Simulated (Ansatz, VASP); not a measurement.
# InSb: VASP beside Ansatz

The input INCAR:

```
ALGO = Normal ; EDIFF = 1E-7
ENCUT = 520 ; GGA = PS
ISIF = 2 ; ISMEAR = 0
LASPH = T ; LCHARG = F
LREAL = F ; LWAVE = F
NBANDS = 16 ; NELM = 80
PREC = Accurate ; SIGMA = 0.15
```

Contents of KPOINTS:

```
k-points
0
Gamma
  14 14 14
```

The input POSCAR:

```
InSb
1.0
    0.0000000000      3.0863550529      2.7335846703
    3.0863550529      0.0000000000      2.7335846703
    3.0863550529      3.0863550529      0.0000000000
In Sb
1 1
Direct
    0.0000000000      0.0000000000      0.0000000000
    0.5000000000      0.5000000000      0.5000000000
```

Input for Ansatz:

```yaml
crystal:
  lattice:
    - [0.0, 3.0863550529, 2.7335846703]
    - [3.0863550529, 0.0, 2.7335846703]
    - [3.0863550529, 3.0863550529, 0.0]
  atoms:
    - { symbol: In, position: [0.0, 0.0, 0.0] }
    - { symbol: Sb, position: [0.5, 0.5, 0.5] }
basis:
  ecutwfc: 420
kpoints:
  mp_grid: { grid: [14, 14, 14] }
hamiltonian:
  xc: pbesol
  pseudopotentials: { kind: paw, azcp: { folder: soft_1 } }
scf:
  occupations: { method: gaussian, width: 0.15 }
output:
  forces: true
  stress: true
  eigenvalues: true
  write_density: true
  write_potential: true
  elf: true
  volumetric_format: npy
```

Alike in both runs: task single point; functional PBEsol; k mesh 14 × 14 × 14; occupations gaussian, width 0.15 eV; no spin polarisation.

|  | VASP | Ansatz |
| --- | --- | --- |
| version | VASP 6.6.1 | Ansatz 0.2.0 |
| potentials or method | VASP PAW PBE potentials, release 64 (In_d, Sb), cutoff 520 eV | scalar-relativistic, plane waves, PAW |
| valence electrons in the cell | 18 | 28 |

|  | VASP | Ansatz | Ansatz less VASP |
| --- | --- | --- | --- |
| gap on the k mesh at the Fermi level (eV) | none | none | - |
| pressure (GPa) | 5.9 | 5.8 | -0.05 |
| traceless stress, the component that is largest in VASP (GPa) | 12.84 | 12.82 | -0.014 |

VASP's potentials were made for PBE, not for PBEsol, and Ansatz warns of the same on its side. A gap of «none» marks a metal or a gap that the smearing closes. VASP's potentials hold 18 valence electrons a cell and Ansatz's 28, so a difference there can come from the potentials and not from the codes.

Neither program's run includes spin-orbit coupling.
